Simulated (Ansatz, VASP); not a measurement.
GaGe: VASP beside Ansatz

File INCAR:

```
ALGO = Normal
EDIFF = 1E-6
EDIFFG = -0.01
ENCUT = 600
GGA = RE
IBRION = 2
ISIF = 3
ISMEAR = -1
LASPH = True
LCHARG = False
LREAL = False
LWAVE = False
NELM = 100
NSW = 60
PREC = Accurate
SIGMA = 0.05
```

Contents of KPOINTS:

```
k-points
0
Gamma
  8 8 8
```

The input POSCAR:

```
GaGe
1.0
    0.0000000000      2.8978440000      2.8978440000
    2.8978440000      0.0000000000      2.8978440000
    2.8978440000      2.8978440000      0.0000000000
Ge Ga
1 1
Direct
    0.0000000000      0.0000000000      0.0000000000
    0.2500000000      0.2500000000      0.2500000000
```

File input.yaml:

```yaml
crystal:
  lattice:
    - [0.0, 2.897844, 2.897844]
    - [2.897844, 0.0, 2.897844]
    - [2.897844, 2.897844, 0.0]
  atoms:
    - { symbol: Ge, position: [0.0, 0.0, 0.0] }
    - { symbol: Ga, position: [0.25, 0.25, 0.25] }
hamiltonian:
  xc: revpbe
  pseudopotentials: { kind: paw }
kpoints:
  mp_grid: { grid: [8, 8, 8] }
scf:
  occupations: { method: fermi_dirac, width: 0.05 }
output:
  forces: true
  stress: true
  eigenvalues: true
relax:
  f_tol: 0.01
  max_steps: 40
  cell: { stress_tol: 0.05 }
```

Alike in both runs: task relaxation of cell and atoms; functional revPBE; k mesh 8 × 8 × 8; occupations fermi-dirac, width 0.05 eV; no spin polarisation.

|  | VASP | Ansatz |
| --- | --- | --- |
| version | VASP 6.6.1 | Ansatz 0.2.0 |
| potentials or method | VASP PAW PBE potentials, release 64 (Ge_d, Ga_d) | Ansatz PAW |
| plane-wave cutoff (eV) | 600 | 420 |
| valence electrons in the cell | 27 | 27 |

|  | VASP | Ansatz | Ansatz less VASP |
| --- | --- | --- | --- |
| gap on the k mesh at the Fermi level, each at its own relaxed structure (eV) | none | none | - |
| relaxed volume (Å³/atom) | 25.05 | 25.05 | +0.009 |
| relaxed cell length with the largest relative difference (Å) | 4.138 | 4.138 | +0.0005 |

VASP's potentials were made for PBE, not for revPBE. A gap of «none» marks a metal or a gap that the smearing closes.

Noted on Ansatz's run: the plane-wave basis is chosen anew once the cell has moved, so the energies of steps on either side of that aren't comparable.
